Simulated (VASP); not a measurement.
Crystal: B.

```
B
1.0
     1.71501    0.00000    0.00000
    -0.85751    1.48524    0.00000
     0.00000    0.00000    9.15879
B
2
Direct
  0.33333 0.66667 0.25000
  0.66667 0.33333 0.75000
```

This isn't the form of B at room conditions, which is rhombohedral.

Base run:

* Program: VASP 6.6.1
* Functional: PBE
* Potentials or basis: VASP PAW PBE potentials, release 64 (B)
* Cutoff: 520 eV
* k mesh: 17 × 17 × 9
* Occupations: fermi-dirac, width 0.1 eV
* Spin: no spin polarisation

Its results: band gap on the k mesh zero (bands 3 and 4 overlap by 10.73 eV); pressure 0.0 GPa.

Question: The run is repeated on the same cell with these changes: k mesh from 17 × 17 × 9 to 34 × 34 × 6; further incar settings from ALGO = Normal; EDIFF = 1e-06; NBANDS = 10 to ALGO = Normal; EDIFF = 1e-07; NBANDS = 10. What comes out?

Answer: Band gap on the k mesh zero (bands 3 and 4 overlap by 10.92 eV); pressure -0.9 GPa.

Caveats: this functional lacks dispersion, which binds the layers, so the pressure and a relaxed spacing across them are unreliable.
